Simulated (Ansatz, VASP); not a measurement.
Two plane-wave programs on CuI

```xyz
4
Lattice="4.3901 0.0000 0.0000 -2.1950 3.8019 0.0000 0.0000 0.0000 8.0957" Properties=species:S:1:pos:R:3 pbc="T T T"
Cu    0.0000    2.5346    2.0239
Cu    2.1950    1.2673    6.0718
I     2.1950    1.2673    2.0239
I     0.0000    2.5346    6.0718
```

Alike in both runs: task single point; functional PBE; k mesh 6 × 6 × 4; no spin polarisation.

```csv
,VASP,Ansatz
version,VASP 6.6.1,Ansatz 0.2.0
potentials or method,"VASP PAW PBE potentials, release 64 (Cu, I)","plane waves, PAW"
plane-wave cutoff (eV),520,420
occupations,"gaussian, width 0.01 eV",fixed
valence electrons in the cell,36,72
```

Ansatz gave:

```
gap on the k mesh at the Fermi level (eV) : 1.15
pressure (GPa)                            : 0.0
```

Task: What did VASP give for the same quantities?

Result: gap on the k mesh at the Fermi level (eV): 1.16; pressure (GPa): 0.0.

VASP's potentials hold 36 valence electrons a cell and Ansatz's 72, so a difference there can come from the potentials and not from the codes.

Neither program's run includes spin-orbit coupling.
